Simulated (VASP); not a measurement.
# Ti3Si4Ni (Pmm2) in VASP: single point with PBE

Aim: the single point of Ti3Si4Ni with PBE.

All numbers are computed with VASP 6.6.1; they aren't measurements. Logs are shortened: lines on timing, memory, paths and dates and some standing lists are left out, and cuts for length are marked.

## (1) The cell of the first run

Symmetry: Pmm2, No. 25, orthorhombic system. The conventional cell has a = 3.585 Å, b = 6.433 Å, c = 4.927 Å, α = 90.00°, β = 90.00°, γ = 90.00°. Within 3.3 Å of Ti (site symmetry mm2) lie 6 Si at 2.28 to 2.52 Å and 4 Ni at 3.05 Å and 2 Ti at 3.22 Å. Within 3.4 Å of Ti (site symmetry mm2) lie 8 Si at 2.42 to 3.40 Å and 4 Ti at 3.05 Å and 2 Ni at 3.22 Å. Ti (site symmetry mm2) has 8 Si at 2.38 to 3.43 Å and 8 Ti at 3.05 to 3.58 Å within 3.6 Å. Si (site symmetry m) has 4 Ti at 2.38 to 2.52 Å and 2 Ni at 2.55 Å and 3 Si at 2.88 to 3.01 Å within 3.1 Å. Si (site symmetry m) has 5 Ti at 2.28 to 2.78 Å and 1 Ni at 2.49 Å and 3 Si at 2.73 to 2.88 Å within 3.0 Å. Ni (site symmetry mm2) has 8 Si at 2.49 to 3.16 Å and 6 Ti at 3.05 to 3.22 Å within 3.3 Å.

## (2) Single point, PBE, collinear spin, ferromagnetic start

File INCAR:

```
  ALGO = Normal
  EDIFF = 1E-6
  ENCUT = 520
  GGA = PE
  ISIF = 2
  ISMEAR = 0
  ISPIN = 2
  LASPH = T
  LCHARG = T
  LELF = T
  LMAXMIX = 4
  LORBIT = 11
  LREAL = F
  LVHAR = T
  LWAVE = F
  MAGMOM = 0 0 0 0 0 0 0 2
  NBANDS = 45
  NELM = 150
  PREC = Accurate
  SIGMA = 0.1
```

File KPOINTS:

```
k-points
0
Gamma
  6 4 4
```

File POSCAR:

```
Ti3Si4Ni
1.0
    3.5848889500      0.0000000000      0.0000000000
    0.0000000000      6.4325868600      0.0000000000
    0.0000000000      0.0000000000      4.9274883300
Ti Si Ni
3 4 1
Direct
    0.0000000000      0.5000000000      0.0000000000
    0.5000000000      0.0000000000      0.5000000000
    0.0000000000      0.0000000000      0.0000000000
    0.0000000000      0.7659999700      0.6250000000
    0.0000000000      0.2340000300      0.6250000000
    0.5000000000      0.2879999900      0.0780000000
    0.5000000000      0.7120000100      0.0780000000
    0.5000000000      0.5000000000      0.5000000000
```

Potentials or basis: VASP PAW PBE potentials, release 64 (Ti_sv, Si, Ni).

Launch:

```console
> cat potpaw_PBE.64/Ti_sv/POTCAR potpaw_PBE.64/Si/POTCAR potpaw_PBE.64/Ni/POTCAR > POTCAR
> mpirun -np 1 vasp_std > vasp.out
```

OUTCAR:

```text
EDIFF = 1E-6
   ENCUT = 520
   GGA = PE
   ISIF = 2
   ISMEAR = 0
   ISPIN = 2
   LASPH = T
   LORBIT = 11
   LREAL = F
   NELM = 150
   PREC = Accurate

 ion  position               nearest neighbor table
   1  0.000  0.500  0.000-   6 2.28   7 2.28   6 2.28   7 2.28   4 2.52   5 2.52
   2  0.500  0.000  0.500-   4 2.42   5 2.42   4 2.42   5 2.42   6 2.78   7 2.78
   3  0.000  0.000  0.000-   4 2.38   5 2.38   6 2.61   7 2.61   6 2.61   7 2.61
   4  0.000  0.766  0.625-   3 2.38   2 2.42   2 2.42   1 2.52   8 2.55   8 2.55   7 2.88   7 2.88
                             5 3.01
   5  0.000  0.234  0.625-   3 2.38   2 2.42   2 2.42   1 2.52   8 2.55   8 2.55   6 2.88   6 2.88
                             4 3.01
   6  0.500  0.288  0.078-   1 2.28   1 2.28   8 2.49   3 2.61   3 2.61   7 2.73   2 2.78   5 2.88
                             5 2.88
   7  0.500  0.712  0.078-   1 2.28   1 2.28   8 2.49   3 2.61   3 2.61   6 2.73   2 2.78   4 2.88
                             4 2.88
   8  0.500  0.500  0.500-   6 2.49   7 2.49   4 2.55   5 2.55   4 2.55   5 2.55

  LATTYP: Found a simple orthorhombic cell.
 ALAT       =     3.5848889500
 B/A-ratio  =     1.3745163096
 C/A-ratio  =     1.7943615408

  Lattice vectors:

 A1 = (  -3.5848889500,   0.0000000000,   0.0000000000)
 A2 = (   0.0000000000,   0.0000000000,   4.9274883300)
 A3 = (   0.0000000000,   6.4325868600,   0.0000000000)

Analysis of symmetry for initial positions (statically):
=====================================================================
 Subroutine PRICEL returns:
 Original cell was already a primitive cell.

 Routine SETGRP: Setting up the symmetry group for a
 simple orthorhombic supercell.

 Subroutine GETGRP returns: Found  4 space group operations
 (whereof  4 operations were pure point group operations)
 out of a pool of  8 trial point group operations.

The static configuration has the point symmetry C_2v.

Analysis of symmetry for dynamics (positions and initial velocities):
=====================================================================
 Subroutine PRICEL returns:
 Original cell was already a primitive cell.

 Routine SETGRP: Setting up the symmetry group for a
 simple orthorhombic supercell.

 Subroutine GETGRP returns: Found  4 space group operations
 (whereof  4 operations were pure point group operations)
 out of a pool of  8 trial point group operations.

The dynamic configuration has the point symmetry C_2v.

Analysis of structural, dynamic, and magnetic symmetry:
=====================================================================
 Subroutine PRICEL returns:
 Original cell was already a primitive cell.

 Routine SETGRP: Setting up the symmetry group for a
 simple orthorhombic supercell.

 Subroutine GETGRP returns: Found  4 space group operations
 (whereof  4 operations were pure point group operations)
 out of a pool of  8 trial point group operations.

The overall configuration has the point symmetry C_2v.

 Subroutine INISYM returns: Found  4 space group operations
 (whereof  4 operations are pure point group operations),
 and found     1 'primitive' translations

----------------------------------------------------------------------------------------

                                     Primitive cell

  volume of cell :     113.6284

  direct lattice vectors                    reciprocal lattice vectors
     3.584888950  0.000000000  0.000000000     0.278948669  0.000000000  0.000000000
     0.000000000  6.432586860  0.000000000     0.000000000  0.155458453  0.000000000
     0.000000000  0.000000000  4.927488330     0.000000000  0.000000000  0.202943149

  length of vectors
     3.584888950  6.432586860  4.927488330     0.278948669  0.155458453  0.202943149

  position of ions in fractional coordinates (direct lattice)
     0.000000000  0.500000000  0.000000000
     0.500000000  0.000000000  0.500000000
     0.000000000  0.000000000  0.000000000
     0.000000000  0.765999970  0.625000000
     0.000000000  0.234000030  0.625000000
     0.500000000  0.287999990  0.078000000
     0.500000000  0.712000010  0.078000000
     0.500000000  0.500000000  0.500000000

  ion indices of the primitive-cell ions
   primitive index   ion index
                 1           1
                 2           2
                 3           3
                 4           4
                 5           5
                 6           6
                 7           7
                 8           8

----------------------------------------------------------------------------------------

 KPOINTS: k-points

Automatic generation of k-mesh.
 Grid dimensions read from file:
 generate k-points for:    6    4    4

 Generating k-lattice:

  Cartesian coordinates                     Fractional coordinates (reciprocal lattice)
     0.046491445  0.000000000  0.000000000     0.166666667  0.000000000  0.000000000
     0.000000000  0.038864613  0.000000000     0.000000000  0.250000000  0.000000000
     0.000000000  0.000000000  0.050735787     0.000000000  0.000000000  0.250000000

  Length of vectors
     0.046491445  0.038864613  0.050735787

  Shift w.r.t. Gamma in fractional coordinates (k-lattice)
     0.000000000  0.000000000  0.000000000

 Subroutine IBZKPT returns following result:
 ===========================================

 Found     36 irreducible k-points:

 Following reciprocal coordinates:
            Coordinates               Weight
  0.000000  0.000000  0.000000      1.000000
  0.166667  0.000000  0.000000      2.000000
  0.333333  0.000000  0.000000      2.000000
  0.500000  0.000000  0.000000      1.000000
  0.000000  0.250000  0.000000      2.000000
  0.166667  0.250000  0.000000      4.000000
[... 16 lines left out ...]
  0.333333  0.500000  0.250000      4.000000
  0.500000  0.500000  0.250000      2.000000
 [... further k-points ...]
   k-points           NKPTS =     36   k-points in BZ     NKDIM =     36   number of bands    NBANDS=     45
   number of dos      NEDOS =    301   number of ions     NIONS =      8
   total plane-waves  NPLWV =  53760
   dimension x,y,z NGX =    28 NGY =   48 NGZ =   40
   dimension x,y,z NGXF=    56 NGYF=   96 NGZF=   80
   ions per type =               3   4   1
   NGX,Y,Z   is equivalent  to a cutoff of  12.98, 12.41, 13.50 a.u.
   NGXF,Y,Z  is equivalent  to a cutoff of  25.97, 24.81, 26.99 a.u.
 SYSTEM =  unknown system
   PREC   = accura    normal or accurate (medium, high low for compatibility)
   ISTART =      0    job   : 0-new  1-cont  2-samecut
   ICHARG =      2    charge: 1-file 2-atom 10-const
   ISPIN  =      2    spin polarized calculation?
   LNONCOLLINEAR =      F non collinear calculations
   LSORBIT =      F    spin-orbit coupling
   LASPH  =      T    aspherical Exc in radial PAW
   ENCUT  =  520.0 eV  38.22 Ry    6.18 a.u.   6.67 11.96  9.16*2*pi/ulx,y,z
   NELM   =    150;   NELMIN=  2; NELMDL= -5     # of ELM steps
   EDIFF  = 0.1E-05   stopping-criterion for ELM
   LREAL  =      F    real-space projection
   EDIFFG = 0.1E-04   stopping-criterion for IOM
   NSW    =      0    number of steps for IOM
   IBRION =     -1    ionic relax: 0-MD 1-quasi-New 2-CG
   NFREE  =      0    steps in history (QN), initial steepest desc. (CG)
   ISIF   =      2    stress and relaxation
   ISYM   =      2    0-nonsym 1-usesym 2-fastsym
   POTIM  = 0.5000    time-step for ionic-motion
   TEBEG  =    0.0;   TEEND  =   0.0 temperature during run
   PSTRESS=    0.0 pullay stress
   NELECT =      62.0000    total number of electrons
   NUPDOWN=      -1.0000    fix difference up-down
   EMIN   =  10.00;   EMAX   =-10.00  energy-range for DOS
   EFERMI =   0.00;   METHOD = LEGACY
   ISMEAR =     0;   SIGMA  =   0.10  broadening in eV -4-tet -1-fermi 0-gaus
   EFERMI_NEDOS =   21; number of points for ismear=-14 and -15
   IALGO  =     38    algorithm
   IMIX   =      4    mixing-type and parameters
     AMIX     =   0.40;   BMIX     =  1.00
     AMIX_MAG =   1.60;   BMIX_MAG =  1.00
  volume/ion in A,a.u.               =      14.20        95.85
  Fermi-wavevector in a.u.,A,eV,Ry     =   1.337754  2.527989 24.348809  1.789587
  Thomas-Fermi vector in A             =   2.466278
   LORBIT       =     11    0 simple, 1 ext, 2 COOP (PROOUT), +10 PAW based schemes
   GGA     = PE    functional components
   LHFCALC =     F    Hartree Fock is set to
   AEXX    =    0.0000 exact exchange contribution
   IVDW    =     0    specifies the selected vdW correction
   LEPSILON=     F    determine dielectric tensor
   LRPA    =     F    only Hartree local field effects (RPA)
 spin polarized calculation
 Gauss-broadening in eV      SIGMA  =   0.10
  energy-cutoff  :      520.00
  volume of cell :      113.63
 maximum number of plane-waves:      3078
 NGX is ok and might be reduce to    28
   NGX = 13   NGY = 23   NGZ = 19

 number of electron      62.0000004 magnetization       0.0011171

 number of electron      62.0000004 magnetization      -0.0000571

 Free energy of the ion-electron system (eV)
  ---------------------------------------------------
  ext. energy  EPLUGINS =         0.00000000
  ---------------------------------------------------
  free energy    TOTEN  =       -51.12638707 eV

  energy without entropy =      -51.09903833  energy(sigma->0) =      -51.11271270

 E-fermi :   9.5418     XC(G=0): -11.7084

 val. band max:        9.5407254808   @ k =   0.5000   0.2500   0.0000
 cond. band min:       9.5654773765   @ k =   0.3333   0.0000   0.5000
 fundamental gap:      0.0247518957
 Fermi energy:         9.5417924667

 spin component 1

 k-point     1 :       0.0000    0.0000    0.0000
  band No.  band energies     occupation
      1     -46.8899      1.00000
      2     -46.7702      1.00000
      3     -46.5265      1.00000
      4     -23.3277      1.00000
      5     -23.2671      1.00000
      6     -23.1848      1.00000
[... 35 lines left out ...]
     42      13.7773      0.00000
     43      14.0633      0.00000
[... 1017 lines left out ...]
      3     -46.5224      1.00000
      4     -23.2811      1.00000
      5     -23.2557      1.00000
      6     -23.2506      1.00000
[... 35 lines left out ...]
     42      13.5995      0.00000
     43      13.6686      0.00000

 [... further k-points ...]

 spin component 2

 k-point     1 :       0.0000    0.0000    0.0000
  band No.  band energies     occupation
      1     -46.8899      1.00000
      2     -46.7703      1.00000
      3     -46.5265      1.00000
      4     -23.3277      1.00000
      5     -23.2671      1.00000
      6     -23.1848      1.00000
[... 35 lines left out ...]
     42      13.7773      0.00000
     43      14.0633      0.00000
[... 1017 lines left out ...]
      3     -46.5223      1.00000
      4     -23.2811      1.00000
      5     -23.2557      1.00000
      6     -23.2506      1.00000
[... 35 lines left out ...]
     42      13.5995      0.00000
     43      13.6686      0.00000

 [... further k-points ...]

 [bands above 43 left out]

------------------------ aborting loop because EDIFF is reached ----------------------------------------

  FORCE on cell =-STRESS in cart. coord.  units (eV):
  Direction    XX          YY          ZZ          XY          YZ          ZX
  --------------------------------------------------------------------------------------
  -------------------------------------------------------------------------------------
  Total       13.4433522     12.8362650      1.2354194      0.0000000      0.0000000      0.0000000
  in kB      189.5532294    180.9932116     17.4195938      0.0000000      0.0000000      0.0000000
  external PRESSURE =     129.3220116 kB  Pullay stress =       0.0000000 kB

 VOLUME and BASIS-vectors are now :
 -----------------------------------------------------------------------------
  energy-cutoff  :      520.00
  volume of cell :      113.63
      direct lattice vectors                 reciprocal lattice vectors
     3.584888950  0.000000000  0.000000000     0.278948669  0.000000000  0.000000000
     0.000000000  6.432586860  0.000000000     0.000000000  0.155458453  0.000000000
     0.000000000  0.000000000  4.927488330     0.000000000  0.000000000  0.202943149

 POSITION                                       TOTAL-FORCE (eV/Angst)
 -----------------------------------------------------------------------------------
      0.00000      3.21629      0.00000        -0.000000      0.000000      0.051706
      1.79244      0.00000      2.46374        -0.000000      0.000000     -1.204270
      0.00000      0.00000      0.00000        -0.000000      0.000000      2.530291
      0.00000      4.92736      3.07968        -0.000000     -2.877902     -1.559350
      0.00000      1.50523      3.07968        -0.000000      2.877902     -1.559350
      1.79244      1.85258      0.38434         0.000000     -3.189555      0.757407
      1.79244      4.58000      0.38434        -0.000000      3.189555      0.757407
      1.79244      3.21629      2.46374        -0.000000      0.000000      0.226160
 -----------------------------------------------------------------------------------
    total drift:                                0.000000      0.000000     -0.000377

  FREE ENERGIE OF THE ION-ELECTRON SYSTEM (eV)
  ---------------------------------------------------
  free  energy   TOTEN  =       -51.1263870664 eV

  energy  without entropy=      -51.0990383343  energy(sigma->0) =      -51.11271270

 total charge

# of ion       s       p       d       tot
------------------------------------------
    1        2.225   6.205   2.296  10.725
    2        2.200   6.157   2.084  10.441
    3        2.187   6.164   2.069  10.420
    4        0.803   0.890   0.000   1.693
    5        0.803   0.890   0.000   1.693
    6        0.816   0.908   0.000   1.724
    7        0.816   0.908   0.000   1.724
    8        0.420   0.443   8.364   9.228
--------------------------------------------------
tot         10.271  22.563  14.813  47.648

 magnetization (x)

# of ion       s       p       d       tot
------------------------------------------
    1        0.000   0.000   0.000   0.000
    2        0.000   0.000   0.000   0.000
    3       -0.000   0.000  -0.000  -0.000
    4       -0.000  -0.000   0.000  -0.000
    5       -0.000  -0.000   0.000  -0.000
    6       -0.000  -0.000   0.000  -0.000
    7       -0.000  -0.000   0.000  -0.000
    8       -0.000  -0.000  -0.000  -0.000
--------------------------------------------------
tot         -0.000  -0.000   0.000   0.000
```

It took 14 min on 1 thread of Intel Xeon 8259CL, shared host; peak memory 0.43 GiB.

Results:

| Item | Value |
| --- | --- |
| Free energy | -51.1264 eV |
| Pressure | 12.9 GPa |
| Largest force | 3.278 eV/Å |
| Band gap on the k mesh | zero (filled and empty bands overlap) |
| Net moment | 0.00 μB per cell |
| Valence electrons inside the program's atomic spheres | Ti 10.72, 10.44, 10.42; Si 1.69, 1.72 (each value once); Ni 9.23 |

Forces in eV/Å, atoms in the order of the input:
```
Ti   0.000  0.000  0.052
Ti   0.000  0.000 -1.204
Ti   0.000  0.000  2.530
Si   0.000 -2.878 -1.559
Si   0.000  2.878 -1.559
Si   0.000 -3.190  0.757
Si   0.000  3.190  0.757
Ni   0.000  0.000  0.226
```

Levels at points of the mesh, in eV from the Fermi level:
Spin up:
```csv
k point,band 28,band 29,band 30,band 31,band 32,band 33,band 34,band 35
"(0.00, 0.00, 0.00)",-1.00,-0.23,-0.22,0.39,0.50,0.87,1.36,1.44
"(0.50, 0.00, 0.00)",-0.99,-0.92,-0.71,-0.67,-0.48,-0.28,0.96,1.02
"(0.00, 0.50, 0.00)",-0.87,-0.69,-0.59,0.38,0.57,0.97,1.26,1.47
"(0.50, 0.50, 0.00)",-1.81,-1.35,-1.00,-0.98,-0.22,0.03,0.25,1.35
"(0.00, 0.00, 0.50)",-0.45,-0.40,-0.04,-0.04,0.08,0.30,0.76,1.21
"(0.50, 0.00, 0.50)",-1.30,-0.97,-0.86,-0.23,0.68,1.04,1.15,1.43
"(0.00, 0.50, 0.50)",-0.79,-0.67,-0.64,0.04,0.09,0.22,0.45,0.72
"(0.50, 0.50, 0.50)",-1.15,-1.12,-0.60,-0.06,0.41,1.04,1.20,1.58
```
Spin down:
```
           k point  band 27  band 28  band 29  band 30  band 31  band 32  band 33  band 34  band 35  band 36
(0.00, 0.00, 0.00)    -1.27    -1.00    -0.23    -0.22     0.39     0.50     0.87     1.36     1.44     1.58
(0.50, 0.00, 0.00)    -1.16    -0.99    -0.92    -0.71    -0.67    -0.48    -0.28     0.96     1.02     1.85
(0.00, 0.50, 0.00)    -1.36    -0.87    -0.69    -0.59     0.38     0.57     0.97     1.26     1.47     1.73
(0.50, 0.50, 0.00)    -2.09    -1.81    -1.35    -1.00    -0.98    -0.22     0.03     0.25     1.35     1.70
(0.00, 0.00, 0.50)    -0.77    -0.45    -0.40    -0.04    -0.04     0.08     0.30     0.76     1.21     1.23
(0.50, 0.00, 0.50)    -1.47    -1.30    -0.97    -0.86    -0.23     0.68     1.04     1.15     1.43     1.68
(0.00, 0.50, 0.50)    -1.35    -0.79    -0.67    -0.64     0.04     0.09     0.22     0.45     0.72     1.17
(0.50, 0.50, 0.50)    -1.42    -1.15    -1.12    -0.60    -0.06     0.41     1.04     1.20     1.58     1.72
```

Caveat: the stress differs along the axes, from 2 to 19 GPa; the moments typed at the start vanished in this run; forces of over 1 eV/Å act on the atoms, so gaps and moduli don't describe the material at rest.

The gap in the log of VASP goes by the Fermi energy; the results here count the filled bands.